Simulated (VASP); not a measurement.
Write the native input for VASP 6.6.1 that does the following.

* Task: single point
* Functional: PBE
* Dispersion: D3(BJ)
* Potentials or basis: VASP PAW PBE potentials, release 64 (P)
* Cutoff: 520 eV
* k mesh: 8 × 6 × 1
* Occupations: gaussian, width 0.05 eV
* Spin: no spin polarisation
* Dipole correction: yes
* Further INCAR settings: ALGO = Normal; EDIFF = 1e-07; NBANDS = 30

The structure of P lies in POSCAR:

```
P
1.0
    3.2961869271      0.0000000000      0.0000000000
    0.0000000000      4.4391555608      0.0000000000
    0.0000000000      0.0000000000     21.7461973993
P
8
Direct
    0.5000000000      0.9174951521      0.2069327302
    0.0000000000      0.5825048479      0.2069327302
    0.5000000000      0.0825048479      0.3045635326
    0.0000000000      0.4174951521      0.3045635326
    1.1250000000      0.7075048479      0.4645915106
    0.6250000000      0.3725145437      0.4645915106
    1.1250000000     -0.1274854563      0.5622223129
    0.6250000000      0.2075048479      0.5622223129
```

This cell differs from its parent crystal: layers slid over each other.

These files were run (other wordings do the same):

INCAR

```
SYSTEM = P
PREC = Accurate ; ENCUT = 520
EDIFF = 1E-7 ; ISMEAR = 0
SIGMA = 0.05 ; LREAL = .False.
LASPH = .True. ; NELM = 100
ALGO = Normal ; ISIF = 2
LWAVE = .False. ; LCHARG = .True.
LDIPOL = .True. ; IDIPOL = 3
DIPOL = 0.5 0.5 0.385 ; GGA = PE
IVDW = 12 ; LELF = .True.
LVHAR = .True. ; LVACPOTAV = .True.
NBANDS = 30
```

KPOINTS

```
Automatic mesh
0
Gamma
  8 6 1
  0 0 0
```

Potentials or basis: VASP PAW PBE potentials, release 64 (P).

The run is started by

```bash
$ cat potpaw_PBE.64/P/POTCAR > POTCAR
$ mpirun -np 1 vasp_std > vasp.out
```

It gave:

```yaml
Largest_force: 0.081 eV/Å
Band_gap_on_the_k_mesh: 0.59 eV
Dispersion_energy_per_atom: -0.292 eV
```

Caveat: the cell differs from its parent crystal (layers slid over each other).

Run time: 3 min on 1 thread of Intel(R) Xeon(R) 6975P-C (Granite Rapids), on a shared host, peak memory 0.47 GiB.
